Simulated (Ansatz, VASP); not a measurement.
**TiSi in VASP and in Ansatz**

POSCAR

```
TiSi
1.0
    1.8161780000     -2.1176240000      0.0000000000
    1.8161780000      2.1176240000      0.0000000000
    0.0000000000      0.0000000000      3.8039340000
Ti Si
1 1
Direct
    0.5000000000      0.5000000000      0.0000000000
    0.0000000000      0.0000000000      0.5000000000
```

File INCAR.step1:

```
SYSTEM = TiSi
ALGO = Normal
EDIFF = 1E-4
ENCUT = 520
GGA = PE
ISMEAR = 0
LASPH = .TRUE.
LCHARG = .FALSE.
LREAL = .FALSE.
LWAVE = .TRUE.
NBANDS = 15
NELM = 100
PREC = Accurate
SIGMA = 0.1
```

File INCAR.step2:

```
SYSTEM = TiSi
ALGO = Normal
EDIFF = 1E-6
ENCUT = 520
ISIF = 2
ISMEAR = 0
ISTART = 1
LASPH = .TRUE.
LCHARG = .FALSE.
LMIXTAU = .TRUE.
LREAL = .FALSE.
LWAVE = .FALSE.
METAGGA = R2SCAN
NBANDS = 15
NELM = 100
PREC = Accurate
SIGMA = 0.1
```

Contents of KPOINTS:

```
k-points
0
G
  10 10 8
  0 0 0
```

Input for Ansatz:

```yaml
crystal:
  lattice:
    - [1.816178, -2.117624, 0.0]
    - [1.816178, 2.117624, 0.0]
    - [0.0, 0.0, 3.803934]
  atoms:
    - { symbol: Ti, position: [0.5, 0.5, 0.0] }
    - { symbol: Si, position: [0.0, 0.0, 0.5] }
basis:
  ecutwfc: 500
kpoints:
  mp_grid: { grid: [10, 10, 8] }
hamiltonian:
  xc: r2scan
scf:
  occupations: { method: gaussian, width: 0.1 }
output:
  forces: true
  stress: true
  eigenvalues: true
```

Alike in both runs: task single point; functional r2SCAN; k mesh 10 × 10 × 8; occupations gaussian, width 0.1 eV; no spin polarisation.

|  | VASP | Ansatz |
| --- | --- | --- |
| version | VASP 6.6.1 | Ansatz 0.2.0 |
| potentials or method | VASP PAW PBE potentials, release 64 (Ti_sv, Si), cutoff 520 eV | scalar-relativistic, plane waves, PAW |
| valence electrons in the cell | 16 | 16 |

Ansatz gave:

| Property | Result |
| --- | --- |
| gap on the k mesh at the Fermi level (eV) | none |
| pressure (GPa) | -1.8 |
| traceless stress, the component that is largest in VASP (GPa) | -0.56 |

Task: Estimate VASP's values.

Result: gap on the k mesh at the Fermi level (eV): none; pressure (GPa): -1.5; traceless stress, the component that is largest in VASP (GPa): -0.60.

VASP's potentials were made for PBE, not for r2SCAN. A gap of «none» marks a metal or a gap that the smearing closes. The functional is the same, so the differences come from potentials, cutoffs and numerics.
